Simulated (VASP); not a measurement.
Runs of VASP 6.6.1 on Zr. The structure is that of space group Im-3m (No. 229), or close to it. The cells are those of the table. 

| task | cell | gap on the mesh (eV) | pressure (GPa) |
| --- | --- | --- | --- |
| single point | a = 3.109 Å, angles 109.5°, 1 atom | none | -4.8 |
| single point | a = 3.145 Å, angles 109.7, 109.7, 108.9°, 1 atom | none | -7.3 |
| electric field gradients | a = 3.186 Å, angles 109.5°, 1 atom | none | -9.8 |
| electric field gradients | a = 3.156 Å, angles 109.5°, 1 atom | none | (b) |
| electric field gradients | a = 3.161 Å, angles 109.5°, 1 atom | none | -8.3 |
| electric field gradients | a = 3.145 Å, angles 109.7, 109.7, 108.9°, 1 atom | none | -7.3 |
| electric field gradients | a = 3.176 Å, angles 109.5°, 1 atom | none | (a) |
| single point | a = 3.114 Å, angles 108.9, 108.9, 110.6°, 1 atom | none | -5.2 |
| single point | a = 3.167 Å, angles 110.3, 110.3, 107.9°, 1 atom | none | -8.6 |
| single point | a = 3.161 Å, angles 109.5°, 1 atom | none | -8.3 |
| single point | a = 3.135 Å, angles 109.5°, 1 atom | none | -6.6 |
| electric field gradients | a = 3.114 Å, angles 108.9, 108.9, 110.6°, 1 atom | none | -5.2 |

Alike in all rows: level PBEsol; potentials or basis VASP PAW PBE potentials, release 64 (Zr_sv); no spin polarisation; k mesh 14 × 14 × 14; cutoff (eV) 520; smearing fermi-dirac 0.08 eV.

Q: Estimate the missing entries.

A: (a) -9.2; (b) -8.0.

Caveats: the PAW data sets were made with another functional, which shifts forces and pressure a little.

A k mesh can miss the band edges, and the runs leave out spin-orbit coupling on Zr.

A gap of «none» marks levels without a gap at the run's occupations.
